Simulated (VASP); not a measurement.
Write the native input for VASP 6.6.1 that does the following.

| Property | Result |
| --- | --- |
| Task | relaxation of cell and atoms |
| Functional | PBEsol |
| Potentials or basis | VASP PAW PBE potentials, release 64 (Al) |
| Cutoff | 600 eV |
| k mesh | 8 × 8 × 8 |
| Occupations | fermi-dirac, width 0.05 eV |
| Spin | no spin polarisation |
| Target pressure | 20 GPa |
| Dipole correction | no |
| Further INCAR settings | ALGO = Normal; EDIFF = 1e-06; IBRION = 2; EDIFFG = -0.03; NSW = 60; ISIF = 3 |

The structure of Al lies in POSCAR:

```
Al
1.0
    0.0000000000      2.7850000000      2.7850000000
    2.7850000000      0.0000000000      2.7850000000
    2.7850000000      2.7850000000      0.0000000000
Al
2
Direct
    0.0000000000      0.0000000000      0.0000000000
    0.2500000000      0.2500000000      0.2500000000
```

The input as run:

INCAR

```
PREC = Accurate ; ENCUT = 600
EDIFF = 1E-6 ; ISMEAR = -1
SIGMA = 0.05 ; LREAL = F
LASPH = T ; NELM = 60
ALGO = Normal ; ISIF = 3
LWAVE = F ; LCHARG = F
GGA = PS ; IBRION = 2
NSW = 60 ; EDIFFG = -0.03
PSTRESS = 200.0
```

KPOINTS

```
regular mesh
0
Gamma
  8 8 8
```

Potentials or basis: VASP PAW PBE potentials, release 64 (Al).

Run with:

```bash
$ cat potpaw_PBE.64/Al/POTCAR > POTCAR
$ mpirun -np 1 vasp_std > vasp.out
```

It gave:

```json
{
 "Relaxed volume": "20.30 Å³/atom",
 "Relaxed cell": "a = 3.858 Å, b = 3.858 Å, c = 3.858 Å, α = 60.00°, β = 60.00°, γ = 60.00°",
 "Space group after relaxing (to 0.05 Å)": "Fd-3m (No. 227)",
 "Energy change on relaxing (the enthalpy is what falls)": "+135.8 meV/atom",
 "Ionic steps": "3",
 "Pressure after relaxing": "19.9 GPa",
 "Band gap on the k mesh": "zero (band 3 reaches 7.75 eV, above the bottom of band 4 at 2.93 eV)"
}
```

Caveat: the cell is relaxed towards a set pressure, so the enthalpy falls and the energy may rise; the PAW data sets were made with another functional, which shifts forces and pressure a little.

Run time: 28 s on 1 thread of Intel Xeon 8259CL (shared host), peak memory 0.17 GiB.
